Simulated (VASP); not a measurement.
# TiO2 (R-3m) in VASP: a series of runs

TiO2 is run at these levels: r2SCAN; tasks: single point.

Everything below comes from runs of VASP 6.6.1. Logs are shortened: lines on timing, memory, paths and dates and some standing lists are left out, and cuts for length are marked.

## Step 1: The cell of the first run

Symmetry: R-3m, No. 166, trigonal system. The conventional cell has a = 2.995 Å, b = 2.995 Å, c = 19.897 Å, α = 90.00°, β = 90.00°, γ = 120.00°. Ti (site symmetry -3m) has 6 O at 1.96 Å within 2.6 Å. O (site symmetry 3m) has 3 Ti at 1.96 Å and 3 O at 2.52 Å within 2.6 Å.

## Step 2: Single point, r2SCAN

POSCAR reads:

```
TiO2
1.0
    1.4973310000      0.8644850000      6.6324668000
   -1.4973310000      0.8644850000      6.6324668000
    0.0000000000     -1.7289690000      6.6324668000
Ti O
1 2
Direct
    0.0000000000      0.0000000000      0.0000000000
    0.6204670000      0.6204670000      0.6204670000
    0.3795330000      0.3795330000      0.3795330000
```

INCAR.step1 reads:

```
SYSTEM = TiO2
PREC = Accurate ; ENCUT = 520
ISMEAR = 0 ; SIGMA = 0.05
LREAL = .FALSE. ; LASPH = .TRUE.
NELM = 60 ; NBANDS = 19
GGA = PE ; ALGO = Normal
EDIFF = 1E-4 ; LWAVE = .TRUE.
LCHARG = .FALSE.
```

INCAR.step2 reads:

```
SYSTEM = TiO2
PREC = Accurate ; ENCUT = 520
EDIFF = 1E-6 ; ISMEAR = 0
SIGMA = 0.05 ; LREAL = .FALSE.
LASPH = .TRUE. ; NELM = 60
ALGO = Normal ; ISIF = 2
LWAVE = .FALSE. ; LCHARG = .TRUE.
METAGGA = R2SCAN ; LMIXTAU = .TRUE.
LELF = .TRUE. ; LVHAR = .TRUE.
NBANDS = 19 ; ISTART = 1
```

KPOINTS reads:

```
Automatic mesh
0
G
  8 8 8
  0 0 0
```

Potentials or basis: VASP PAW PBE potentials, release 64 (Ti_sv, O).

The run is started by

```sh
> cat potpaw_PBE.64/Ti_sv/POTCAR potpaw_PBE.64/O/POTCAR > POTCAR
> cp INCAR.step1 INCAR
> mpirun -np 1 vasp_std > vasp.out
> cp INCAR.step2 INCAR
> mpirun -np 1 vasp_std > vasp.out
```

OUTCAR:

```text
SYSTEM = TiO2
   PREC = Accurate
   ENCUT = 520
   EDIFF = 1E-6
   ISMEAR = 0
   LREAL = .FALSE.
   LASPH = .TRUE.
   NELM = 60
   ISIF = 2
   METAGGA = R2SCAN
   ISTART = 1

 ion  position               nearest neighbor table
   1  0.000  0.000  0.000-   2 1.96   2 1.96   3 1.96   3 1.96   2 1.96   3 1.96
   2  0.620  0.620  0.620-   1 1.96   1 1.96   1 1.96
   3  0.380  0.380  0.380-   1 1.96   1 1.96   1 1.96

  LATTYP: Found a trigonal (rhomboedric) cell.
 ALAT       =     6.8541192207
 COS(alpha) =     0.9045529564

  Lattice vectors:

 A1 = (   1.4973310000,   0.8644850000,   6.6324668000)
 A2 = (  -1.4973310000,   0.8644850000,   6.6324668000)
 A3 = (   0.0000000000,  -1.7289690000,   6.6324668000)

Analysis of symmetry for initial positions (statically):
=====================================================================
 Subroutine PRICEL returns:
 Original cell was already a primitive cell.

 Routine SETGRP: Setting up the symmetry group for a
 trigonal (rhombohedral) supercell.

 Subroutine GETGRP returns: Found 12 space group operations
 (whereof 12 operations were pure point group operations)
 out of a pool of 12 trial point group operations.

The static configuration has the point symmetry D_3d.

Analysis of symmetry for dynamics (positions and initial velocities):
=====================================================================
 Subroutine PRICEL returns:
 Original cell was already a primitive cell.

 Routine SETGRP: Setting up the symmetry group for a
 trigonal (rhombohedral) supercell.

 Subroutine GETGRP returns: Found 12 space group operations
 (whereof 12 operations were pure point group operations)
 out of a pool of 12 trial point group operations.

The dynamic configuration has the point symmetry D_3d.

 Subroutine INISYM returns: Found 12 space group operations
 (whereof 12 operations are pure point group operations),
 and found     1 'primitive' translations

----------------------------------------------------------------------------------------

                                     Primitive cell

  volume of cell :      51.5112

  direct lattice vectors                    reciprocal lattice vectors
     1.497331000  0.864485000  6.632466800     0.333927502  0.192793086  0.050257812
    -1.497331000  0.864485000  6.632466800    -0.333927502  0.192793086  0.050257812
     0.000000000 -1.728969000  6.632466800     0.000000000 -0.385586172  0.050257841

  length of vectors
     6.854119221  6.854119221  6.854119174     0.388847783  0.388847783  0.388847716

  position of ions in fractional coordinates (direct lattice)
     0.000000000  0.000000000  0.000000000
     0.620467000  0.620467000  0.620467000
     0.379533000  0.379533000  0.379533000

  ion indices of the primitive-cell ions
   primitive index   ion index
                 1           1
                 2           2
                 3           3

----------------------------------------------------------------------------------------

 KPOINTS: Automatic mesh

Automatic generation of k-mesh.
 Grid dimensions read from file:
 generate k-points for:    8    8    8

 Generating k-lattice:

  Cartesian coordinates                     Fractional coordinates (reciprocal lattice)
     0.041740938  0.024099136  0.006282226     0.125000000  0.000000000  0.000000000
    -0.041740938  0.024099136  0.006282226     0.000000000  0.125000000  0.000000000
     0.000000000 -0.048198271  0.006282230    -0.000000000 -0.000000000  0.125000000

  Length of vectors
     0.048605973  0.048605973  0.048605965

  Shift w.r.t. Gamma in fractional coordinates (k-lattice)
     0.000000000  0.000000000  0.000000000

 Subroutine IBZKPT returns following result:
 ===========================================

 Found     65 irreducible k-points:

 Following reciprocal coordinates:
            Coordinates               Weight
  0.000000  0.000000  0.000000      1.000000
  0.125000  0.000000  0.000000      6.000000
  0.250000  0.000000  0.000000      6.000000
  0.375000  0.000000  0.000000      6.000000
  0.500000  0.000000  0.000000      3.000000
  0.125000  0.125000  0.000000      6.000000
[... 16 lines left out ...]
  0.250000  0.125000  0.125000      6.000000
  0.375000  0.125000  0.125000      6.000000
 [... further k-points ...]
   k-points           NKPTS =     65   k-points in BZ     NKDIM =     65   number of bands    NBANDS=     19
   number of dos      NEDOS =    301   number of ions     NIONS =      3
   total plane-waves  NPLWV = 157464
   dimension x,y,z NGX =    54 NGY =   54 NGZ =   54
   dimension x,y,z NGXF=   108 NGYF=  108 NGZF=  108
   ions per type =               1   2
   NGX,Y,Z   is equivalent  to a cutoff of  13.10, 13.10, 13.10 a.u.
   NGXF,Y,Z  is equivalent  to a cutoff of  26.20, 26.20, 26.20 a.u.
 SYSTEM =  TiO2
   PREC   = accura    normal or accurate (medium, high low for compatibility)
   ISTART =      1    job   : 0-new  1-cont  2-samecut
   ICHARG =      0    charge: 1-file 2-atom 10-const
   ISPIN  =      1    spin polarized calculation?
   LNONCOLLINEAR =      F non collinear calculations
   LSORBIT =      F    spin-orbit coupling
   LASPH  =      T    aspherical Exc in radial PAW
   ENCUT  =  520.0 eV  38.22 Ry    6.18 a.u.  12.74 12.74 12.74*2*pi/ulx,y,z
   NELM   =     60;   NELMIN=  2; NELMDL=  0     # of ELM steps
   EDIFF  = 0.1E-05   stopping-criterion for ELM
   LREAL  =      F    real-space projection
   EDIFFG = 0.1E-04   stopping-criterion for IOM
   NSW    =      0    number of steps for IOM
   IBRION =     -1    ionic relax: 0-MD 1-quasi-New 2-CG
   NFREE  =      0    steps in history (QN), initial steepest desc. (CG)
   ISIF   =      2    stress and relaxation
   ISYM   =      2    0-nonsym 1-usesym 2-fastsym
   POTIM  = 0.5000    time-step for ionic-motion
   TEBEG  =    0.0;   TEEND  =   0.0 temperature during run
   PSTRESS=    0.0 pullay stress
   NELECT =      24.0000    total number of electrons
   NUPDOWN=      -1.0000    fix difference up-down
   EMIN   =  10.00;   EMAX   =-10.00  energy-range for DOS
   EFERMI =   0.00;   METHOD = LEGACY
   ISMEAR =     0;   SIGMA  =   0.05  broadening in eV -4-tet -1-fermi 0-gaus
   EFERMI_NEDOS =   21; number of points for ismear=-14 and -15
   IALGO  =     38    algorithm
   IMIX   =      4    mixing-type and parameters
     AMIX     =   0.40;   BMIX     =  1.00
     AMIX_MAG =   1.60;   BMIX_MAG =  1.00
  volume/ion in A,a.u.               =      17.17       115.87
  Fermi-wavevector in a.u.,A,eV,Ry     =   1.269146  2.398337 21.915318  1.610730
  Thomas-Fermi vector in A             =   2.402202
   LORBIT       =      0    0 simple, 1 ext, 2 COOP (PROOUT), +10 PAW based schemes
   METAGGA = R2SCAN    functional components
   LHFCALC =     F    Hartree Fock is set to
   AEXX    =    0.0000 exact exchange contribution
   IVDW    =     0    specifies the selected vdW correction
   LEPSILON=     F    determine dielectric tensor
   LRPA    =     F    only Hartree local field effects (RPA)
 non-spin polarized calculation
 Gauss-broadening in eV      SIGMA  =   0.05
  energy-cutoff  :      520.00
  volume of cell :       51.51
 maximum number of plane-waves:      1446
 NGX is ok and might be reduce to    54
   NGX = 25   NGY = 25   NGZ = 25

 number of electron      23.9999995 magnetization

 Free energy of the ion-electron system (eV)
  ---------------------------------------------------
  ext. energy  EPLUGINS =         0.00000000
  ---------------------------------------------------
  free energy    TOTEN  =       -34.35808528 eV

  energy without entropy =      -34.35808528  energy(sigma->0) =      -34.35808528

 E-fermi :  -0.7869     XC(G=0):  -8.2303

 val. band max:       -1.0449213408   @ k =  -0.1250   0.1250   0.0000
 cond. band min:       2.1172053806   @ k =   0.0000   0.0000   0.0000
 fundamental gap:      3.1621267214
 Fermi energy:        -0.7869104229

 k-point     1 :       0.0000    0.0000    0.0000
  band No.  band energies     occupation
      1     -59.5320      2.00000
      2     -34.7573      2.00000
      3     -34.4762      2.00000
      4     -34.4762      2.00000
      5     -19.6107      2.00000
      6     -17.6554      2.00000
[... 11 lines left out ...]
     18       6.7174      0.00000
     19      10.3743      0.00000

 k-point     2 :       0.1250    0.0000    0.0000
  band No.  band energies     occupation
      1     -59.5214      2.00000
      2     -34.7374      2.00000
      3     -34.5709      2.00000
      4     -34.4933      2.00000
      5     -19.4017      2.00000
      6     -17.7786      2.00000
[... 11 lines left out ...]
     18       7.1775      0.00000
     19      10.8902      0.00000

 k-point     3 :       0.2500    0.0000    0.0000
  band No.  band energies     occupation
      1     -59.4957      2.00000
      2     -34.7971      2.00000
      3     -34.6847      2.00000
      4     -34.5342      2.00000
      5     -18.9171      2.00000
      6     -18.0356      2.00000
[... 11 lines left out ...]
     18       8.3178      0.00000
     19      11.8466      0.00000

 k-point     4 :       0.3750    0.0000    0.0000
  band No.  band energies     occupation
      1     -59.4699      2.00000
      2     -35.0104      2.00000
      3     -34.6358      2.00000
      4     -34.5747      2.00000
      5     -18.6529      2.00000
      6     -18.0381      2.00000
[... 11 lines left out ...]
     18       9.8690      0.00000
     19      12.8947      0.00000

 k-point     5 :       0.5000    0.0000    0.0000
  band No.  band energies     occupation
      1     -59.4591      2.00000
      2     -35.0969      2.00000
      3     -34.6149      2.00000
      4     -34.5914      2.00000
      5     -18.6908      2.00000
      6     -17.8795      2.00000
[... 11 lines left out ...]
     18      11.6908      0.00000
     19      11.8585      0.00000

 k-point     6 :       0.1250    0.1250    0.0000
  band No.  band energies     occupation
      1     -59.5214      2.00000
      2     -34.7374      2.00000
      3     -34.5709      2.00000
      4     -34.4933      2.00000
      5     -19.4018      2.00000
      6     -17.7787      2.00000
[... 11 lines left out ...]
     18       7.2502      0.00000
     19      10.7444      0.00000

 k-point     7 :       0.2500    0.1250    0.0000
  band No.  band energies     occupation
      1     -59.5033      2.00000
      2     -34.7184      2.00000
      3     -34.7039      2.00000
      4     -34.5323      2.00000
      5     -19.0463      2.00000
      6     -17.9763      2.00000
[... 11 lines left out ...]
     18       8.0943      0.00000
     19      11.3710      0.00000

 k-point     8 :       0.3750    0.1250    0.0000
  band No.  band energies     occupation
      1     -59.4775      2.00000
      2     -34.9128      2.00000
      3     -34.6576      2.00000
      4     -34.5937      2.00000
      5     -18.5981      2.00000
      6     -18.1744      2.00000
[... 256 lines left out ...]
 k-point    20 :      -0.3750    0.3750    0.0000
  band No.  band energies     occupation
      1     -59.4516      2.00000
      2     -34.9734      2.00000
      3     -34.7964      2.00000
      4     -34.6032      2.00000
      5     -18.3682      2.00000
      6     -18.1207      2.00000
[... 11 lines left out ...]
     18      12.3176      0.00000
     19      13.4206      0.00000

 k-point    21 :       0.5000    0.5000    0.0000
  band No.  band energies     occupation
      1     -59.4592      2.00000
      2     -35.0969      2.00000
      3     -34.6149      2.00000
      4     -34.5915      2.00000
      5     -18.6914      2.00000
      6     -17.8790      2.00000
[... 11 lines left out ...]
     18      11.4643      0.00000
     19      12.7510      0.00000

 k-point    22 :       0.1250    0.1250    0.1250
  band No.  band energies     occupation
      1     -59.5320      2.00000
      2     -34.7573      2.00000
      3     -34.4762      2.00000
      4     -34.4762      2.00000
      5     -19.6108      2.00000
      6     -17.6558      2.00000
[... 11 lines left out ...]
     18       6.7947      0.00000
     19      10.1329      0.00000

 k-point    23 :       0.2500    0.1250    0.1250
  band No.  band energies     occupation
      1     -59.5214      2.00000
      2     -34.7374      2.00000
      3     -34.5709      2.00000
      4     -34.4933      2.00000
      5     -19.4016      2.00000
      6     -17.7789      2.00000
[... 11 lines left out ...]
     18       7.2795      0.00000
     19      10.5414      0.00000

 k-point    24 :       0.3750    0.1250    0.1250
  band No.  band energies     occupation
      1     -59.4957      2.00000
      2     -34.7971      2.00000
      3     -34.6847      2.00000
      4     -34.5342      2.00000
      5     -18.9169      2.00000
      6     -18.0359      2.00000
[... 11 lines left out ...]
     18       8.3644      0.00000
     19      11.6157      0.00000

 [... further k-points ...]

------------------------ aborting loop because EDIFF is reached ----------------------------------------

  FORCE on cell =-STRESS in cart. coord.  units (eV):
  Direction    XX          YY          ZZ          XY          YZ          ZX
  --------------------------------------------------------------------------------------
  -------------------------------------------------------------------------------------
  Total        0.3388127      0.3388128      1.1503327      0.0000000      0.0000001      0.0000000
  in kB       10.5382564     10.5382616     35.7793642      0.0000000      0.0000018      0.0000000
  external PRESSURE =      18.9519607 kB  Pullay stress =       0.0000000 kB

 VOLUME and BASIS-vectors are now :
 -----------------------------------------------------------------------------
  energy-cutoff  :      520.00
  volume of cell :       51.51
      direct lattice vectors                 reciprocal lattice vectors
     1.497331000  0.864485000  6.632466800     0.333927502  0.192793086  0.050257812
    -1.497331000  0.864485000  6.632466800    -0.333927502  0.192793086  0.050257812
     0.000000000 -1.728969000  6.632466800     0.000000000 -0.385586172  0.050257841

 POSITION                                       TOTAL-FORCE (eV/Angst)
 -----------------------------------------------------------------------------------
      0.00000      0.00000      0.00000         0.000000     -0.000000     -0.000000
      0.00000      0.00000     12.34568         0.000000     -0.000000     -0.666473
      0.00000      0.00000      7.55172         0.000000      0.000000      0.666473
 -----------------------------------------------------------------------------------
    total drift:                               -0.000000     -0.000000     -0.000000

  FREE ENERGIE OF THE ION-ELECTRON SYSTEM (eV)
  ---------------------------------------------------
  free  energy   TOTEN  =       -34.3580852826 eV

  energy  without entropy=      -34.3580852826  energy(sigma->0) =      -34.35808528
```

It took 14 min on 1 thread of Intel Xeon 6975P-C (Granite Rapids), shared host; peak memory 0.45 GiB.

Results:

```
Free energy            : -34.3581 eV
Pressure               : 1.9 GPa
Largest force          : 0.666 eV/Å
Band gap on the k mesh : 3.16 eV (least direct gap 3.39 eV)
```

Forces on the atoms (eV/Å):
```
Ti   0.000  0.000  0.000
O    0.000  0.000 -0.666
O    0.000  0.000  0.666
```

Levels at points of the mesh, in eV from the valence-band top:
| k point | band 8 | band 9 | band 10 | band 11 | band 12 | band 13 | band 14 | band 15 | band 16 | band 17 |
| --- | --- | --- | --- | --- | --- | --- | --- | --- | --- | --- |
| (0.00, 0.00, 0.00) | -4.02 | -3.72 | -0.65 | -0.23 | -0.23 | 3.16 | 3.16 | 5.04 | 7.63 | 7.63 |
| (0.50, 0.00, 0.00) | -2.98 | -2.65 | -1.60 | -1.40 | -0.61 | 3.51 | 4.19 | 4.24 | 6.80 | 7.39 |
| (0.50, 0.50, 0.00) | -2.98 | -2.65 | -1.61 | -1.40 | -0.60 | 3.51 | 4.19 | 4.24 | 6.79 | 7.39 |
| (0.50, 0.50, 0.50) | -4.02 | -3.68 | -0.73 | -0.22 | -0.22 | 3.16 | 3.16 | 5.05 | 7.63 | 7.63 |

Caveat: the PAW data sets were made with another functional, which shifts forces and pressure a little. A k mesh can miss the band edges.

(Continued in part 2 of 3.)
